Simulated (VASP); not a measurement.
Input of a VASP 6.6.1 run:

INCAR

```
SYSTEM = Al
PREC = Accurate ; ENCUT = 450
EDIFF = 1E-7 ; ISMEAR = -1
SIGMA = 0.15 ; LREAL = .False.
LASPH = .True. ; NELM = 120
ALGO = Normal ; ISIF = 2
LWAVE = .False. ; LCHARG = .False.
GGA = PE ; IBRION = 2
NSW = 45 ; EDIFFG = -0.03
GGA_COMPAT = .False. ; NELMIN = 4
```

The input KPOINTS:

```
regular mesh
0
Gamma
  2 3 3
  0 0 0
```

The input POSCAR:

```
Al
1.0
    0.0000000000      6.0744300000      6.0744300000
    4.0496200000      0.0000000000      4.0496200000
    4.0496200000      4.0496200000      0.0000000000
Al
11
Direct
    0.0000000000      0.0000000000      0.5000000000
    0.0000000000      0.5000000000      0.0000000000
    0.0000000000      0.5000000000      0.5000000000
    0.3333333333      0.0000000000      0.0000000000
    0.3333333333      0.0000000000      0.5000000000
    0.3333333333      0.5000000000      0.0000000000
    0.3333333333      0.5000000000      0.5000000000
    0.6666666667      0.0000000000      0.0000000000
    0.6666666667      0.0000000000      0.5000000000
    0.6666666667      0.5000000000      0.0000000000
    0.6666666667      0.5000000000      0.5000000000
```

Potentials or basis: VASP PAW PBE potentials, release 64 (Al).

Command:

```bash
$ cat potpaw_PBE.64/Al/POTCAR > POTCAR
$ mpirun -np 1 vasp_std > vasp.out
```

Task: Estimate the band gap on the k mesh.

Result: Zero (an odd number of electrons rules out a gap without spin polarisation).

Task: What does it give for the energy gained by relaxing?

Result: 5.1 meV/atom.

The path:
| step | energy change (eV) | largest force (eV/Å) | pressure (GPa) |
| --- | --- | --- | --- |
| 1 | 0.0000 | 0.3478 | -1.99 |
| 2 | -0.0254 | 0.2550 | -2.07 |
| 3 | -0.0504 | 0.0860 | -2.17 |
| 4 | -0.0504 | 0.0921 | -2.17 |
| 5 | -0.0529 | 0.0681 | -2.18 |
| 6 | -0.0557 | 0.0380 | -2.19 |
| 7 | -0.0564 | 0.0175 | -2.18 |

Caveat: the k points lie up to 0.45 Å⁻¹ apart, too coarse for converged energies and pressures of a metal.
